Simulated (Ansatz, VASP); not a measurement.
**Two plane-wave programs on Te2Mo**

Contents of INCAR:

```
ALGO = Normal ; EDIFF = 1E-6
ENCUT = 520 ; GGA = PE
ISIF = 2 ; ISMEAR = 0
LASPH = True ; LCHARG = True
LELF = True ; LREAL = False
LVHAR = True ; LWAVE = False
NBANDS = 20 ; NELM = 80
PREC = Accurate ; SIGMA = 0.05
```

KPOINTS

```
k-points
0
Gamma
  12 12 2
```

The input POSCAR:

```
Te2Mo
1.0
    3.7969601480      0.0000000000      0.0000000000
   -1.8984800741      3.2882639454      0.0000000000
    0.0000000000      0.0000000000     16.5851219267
Te Mo
2 1
Direct
    0.3333333333      0.6666666667      0.8967969900
    0.3333333333      0.6666666667      0.1032030100
    0.0000000000      0.0000000000      0.0000000000
```

Input for Ansatz:

```yaml
crystal:
  lattice:
    - [3.796960148, 0.0, 0.0]
    - [-1.8984800741, 3.2882639454, 0.0]
    - [0.0, 0.0, 16.5851219267]
  atoms:
    - { symbol: Te, position: [0.3333333333, 0.6666666667, 0.89679699] }
    - { symbol: Te, position: [0.3333333333, 0.6666666667, 0.10320301] }
    - { symbol: Mo, position: [0.0, 0.0, 0.0] }
basis:
  ecutwfc: 420
kpoints:
  mp_grid: { grid: [12, 12, 2] }
hamiltonian:
  xc: pbe
  pseudopotentials: { kind: paw, azcp: { folder: soft_1 } }
scf:
  occupations: { method: gaussian, width: 0.05 }
output:
  forces: true
  stress: true
  eigenvalues: true
```

Alike in both runs: task single point; functional PBE; k mesh 12 × 12 × 2; occupations gaussian, width 0.05 eV; no spin polarisation.

|  | VASP | Ansatz |
| --- | --- | --- |
| version | VASP 6.6.1 | Ansatz 0.2.0 |
| potentials or method | VASP PAW PBE potentials, release 64 (Te, Mo_sv), cutoff 520 eV | scalar-relativistic, plane waves, PAW |
| valence electrons in the cell | 26 | 46 |

```tsv
	VASP	Ansatz	Ansatz less VASP
gap on the k mesh at the Fermi level (eV)	0.38	0.40	+0.010
least direct gap on the mesh (eV)	0.66	0.66	+0.001
rms of the force components (eV/Å)	0.110	0.102	-0.0081
```

Atom by atom the forces differ by 0.008 eV/Å (rms over components). The functional is the same, so the differences come from potentials, cutoffs and numerics. VASP's potentials hold 26 valence electrons a cell and Ansatz's 46, so a difference there can come from the potentials and not from the codes.

Neither program's run includes spin-orbit coupling.
